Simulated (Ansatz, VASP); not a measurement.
One calculation of SiC, two programs

File INCAR:

```
SYSTEM = SiC
PREC     = Accurate       ! precision mode
ENCUT    = 520            ! plane-wave cutoff, eV
EDIFF    = 1E-7           ! SCF threshold, eV
ISMEAR   = 0              ! smearing method
SIGMA    = 0.05           ! smearing width, eV
LREAL    = .FALSE.        ! projectors in reciprocal space
LASPH    = .TRUE.         ! aspherical terms in the spheres
NELM     = 100            ! most SCF steps
ALGO     = Normal         ! electronic algorithm
ISIF     = 2              ! what is computed and relaxed
LWAVE    = .FALSE.        ! write WAVECAR
LCHARG   = .FALSE.        ! write CHGCAR
GGA      = PE             ! functional
NBANDS   = 26             ! bands
```

Contents of KPOINTS:

```
Automatic mesh
0
G
  12 12 4
  0 0 0
```

POSCAR

```
SiC
1.0
    3.0941201807      0.0000000000      0.0000000000
   -1.5470600903      2.6795866789      0.0000000000
    0.0000000000      0.0000000000      9.7241656306
Si C
4 4
Direct
    0.6666666667      0.3333333333      0.9378441878
    0.3333333333      0.6666666667      0.4378441878
    0.0000000000      0.0000000000      0.6878995565
    0.0000000000      0.0000000000      0.1878995565
    0.6666666667      0.3333333333      0.7498074459
    0.3333333333      0.6666666667      0.2498074459
    0.0000000000      0.0000000000      0.5004478098
    0.0000000000      0.0000000000      0.0004478098
```

Input for Ansatz:

```yaml
crystal:
  lattice:
    - [3.0941201807, 0.0, 0.0]
    - [-1.5470600903, 2.6795866789, 0.0]
    - [0.0, 0.0, 9.7241656306]
  atoms:
    - { symbol: Si, position: [0.6666666667, 0.3333333333, 0.9378441878] }
    - { symbol: Si, position: [0.3333333333, 0.6666666667, 0.4378441878] }
    - { symbol: Si, position: [0.0, 0.0, 0.6878995565] }
    - { symbol: Si, position: [0.0, 0.0, 0.1878995565] }
    - { symbol: C, position: [0.6666666667, 0.3333333333, 0.7498074459] }
    - { symbol: C, position: [0.3333333333, 0.6666666667, 0.2498074459] }
    - { symbol: C, position: [0.0, 0.0, 0.5004478098] }
    - { symbol: C, position: [0.0, 0.0, 0.0004478098] }
basis:
  ecutwfc: 420
kpoints:
  mp_grid: { grid: [12, 12, 4] }
hamiltonian:
  xc: pbe
scf:
  occupations: { method: gaussian, width: 0.05 }
output:
  forces: true
  stress: true
  eigenvalues: true
  write_density: true
  write_potential: true
  elf: true
  volumetric_format: npy
```

Change from the starting cell: strain +0.000 along x and y, -0.040 along z, atoms carried along.

Alike in both runs: task single point; functional PBE; k mesh 12 × 12 × 4; occupations gaussian, width 0.05 eV; no spin polarisation.

```csv
,VASP,Ansatz
version,VASP 6.6.1,Ansatz 0.2.0
potentials or method,"VASP PAW PBE potentials, release 64 (Si, C), cutoff 520 eV","scalar-relativistic, plane waves, PAW"
valence electrons in the cell,32,32
```

VASP gave:

| Property | Result |
| --- | --- |
| gap on the k mesh at the Fermi level (eV) | 2.09 |
| least direct gap on the mesh (eV) | 3.24 |
| pressure (GPa) | 9.8 |
| traceless stress, the component that is largest in VASP (GPa) | 16.65 |
| rms of the force components (eV/Å) | 0.322 |

Which values does Ansatz return?

gap on the k mesh at the Fermi level (eV): 2.09; least direct gap on the mesh (eV): 3.24; pressure (GPa): 9.9; traceless stress, the component that is largest in VASP (GPa): 16.58; rms of the force components (eV/Å): 0.323.

Atom by atom the forces differ by 0.001 eV/Å (rms over components).
